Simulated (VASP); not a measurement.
Crystal: Na2S.

```
Na S
1.0
     0.00000    3.25543    3.25543
     3.25543    0.00000    3.25543
     3.25543    3.25543    0.00000
Na S
2 1
Direct
  0.25000 0.25000 0.25000
  0.75000 0.75000 0.75000
  0.00000 0.00000 0.00000
```

Base run:

| Item | Value |
| --- | --- |
| Program | VASP 6.6.1 |
| Functional | r2SCAN |
| Potentials or basis | VASP PAW PBE potentials, release 64 (Na_pv, S) |
| Cutoff | 550 eV |
| k mesh | 6 × 6 × 6 |
| Occupations | gaussian, width 0.01 eV |
| Spin | no spin polarisation |

Its results: band gap on the k mesh 3.11 eV, direct; pressure -0.1 GPa.

After a change of settings the same cell gave: band gap on the k mesh 3.51 eV, direct; pressure -0.2 GPa. Which change was it?
A. functional from r2SCAN to PBEsol; cutoff from 550 eV to 500 eV
B. functional from r2SCAN to PBEsol; cutoff from 550 eV to 500 eV; dispersion from none to D3(BJ)
C. functional from r2SCAN to PBE-based global hybrid; cutoff from 550 eV to 400 eV; k mesh from 6 × 6 × 6 to 4 × 4 × 4
D. functional from r2SCAN to PBE-based screened hybrid; cutoff from 550 eV to 400 eV; k mesh from 6 × 6 × 6 to 4 × 4 × 4

D.

Caveats: the PAW data sets were made with another functional, which shifts forces and pressure a little.
